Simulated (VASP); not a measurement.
Here is a VASP 6.6.1 calculation.

The input INCAR:

```
SYSTEM = PbF2
  PREC = Accurate
  ENCUT = 520
  EDIFF = 1E-6
  ISMEAR = 0
  SIGMA = 0.05
  LREAL = .False.
  LASPH = .True.
  NELM = 80
  ALGO = Normal
  ISIF = 2
  LWAVE = .False.
  LCHARG = .True.
  GGA = PE
  LELF = .True.
  LVHAR = .True.
  NBANDS = 21
```

KPOINTS

```
Automatic mesh
0
Gamma
  8 8 8
  0 0 0
```

POSCAR

```
PbF2
1.0
    0.0000000000      2.7211557324      3.5375024521
    2.7211557324      0.0000000000      3.5375024521
    2.7211557324      2.7211557324      0.0000000000
Pb F
1 2
Direct
    0.0000000000      0.0000000000      0.0000000000
    0.2500000000      0.2500000000      0.2500000000
    0.7500000000      0.7500000000      0.7500000000
```

Potentials or basis: VASP PAW PBE potentials, release 64 (Pb_d, F).

Run with:

```console
$ cat potpaw_PBE.64/Pb_d/POTCAR potpaw_PBE.64/F/POTCAR > POTCAR
$ mpirun -np 1 vasp_std > vasp.out
```

(1) What does it give for the band gap on the k mesh?

(2) What does it give for the pressure?

## Answers

(1) 3.18 eV, indirect (least direct gap 4.11 eV).

(2) -0.1 GPa.

Caveat: spin-orbit coupling is left out, which moves the levels of the heavy elements.
